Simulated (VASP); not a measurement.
Wanted: the native input for a VASP 6.6.1 run.

| Property | Result |
| --- | --- |
| Task | single point |
| Functional | PBE |
| Potentials or basis | VASP PAW PBE potentials, release 64 (Ga_d, O) |
| Cutoff | 600 eV |
| k mesh | 4 × 4 × 4 |
| Occupations | fermi-dirac, width 0.01 eV |
| Spin | no spin polarisation |
| Dipole correction | no |
| Further INCAR settings | ALGO = Normal; EDIFF = 1e-06; NBANDS = 55 |

The structure of Ga2O3 lies in POSCAR:

```
Ga2O3
1.0
    2.5289754454      1.4601046710      4.5413080058
   -2.5289754454      1.4601046710      4.5413080058
    0.0000000000     -2.9202092914      4.5413080220
Ga O
4 6
Direct
    0.8556819676      0.8556819676      0.8556819683
    0.6443180316      0.6443180316      0.6443180321
    0.1443180318      0.1443180318      0.1443180319
    0.3556819679      0.3556819679      0.3556819682
    0.7499999997      0.4463101677      0.0536898323
    0.4463101677      0.0536898319      0.7500000000
    0.0536898320      0.7499999997      0.4463101680
    0.2499999998      0.5536898317      0.9463101680
    0.9463101675      0.2499999998      0.5536898322
    0.5536898318      0.9463101675      0.2500000003
```

These files were run (other wordings do the same):

INCAR

```
  ALGO = Normal
  EDIFF = 1E-6
  ENCUT = 600
  GGA = PE
  GGA_COMPAT = False
  ISIF = 2
  ISMEAR = -1
  LASPH = True
  LCHARG = False
  LREAL = False
  LWAVE = False
  NBANDS = 55
  NELM = 120
  PREC = Accurate
  SIGMA = 0.01
```

KPOINTS

```
k-points
0
Gamma
  4 4 4
```

Potentials or basis: VASP PAW PBE potentials, release 64 (Ga_d, O).

Command:

```sh
$ cat potpaw_PBE.64/Ga_d/POTCAR potpaw_PBE.64/O/POTCAR > POTCAR
$ mpirun -np 1 vasp_std > vasp.out
```

It gave:

```
Pressure               : 0.6 GPa
Largest force          : 0.041 eV/Å
Band gap on the k mesh : 2.43 eV (least direct gap 2.63 eV)
```

It took 77 s on 1 thread of Intel(R) Xeon(R) 6975P-C (Granite Rapids) (shared host), peak memory 0.34 GiB.
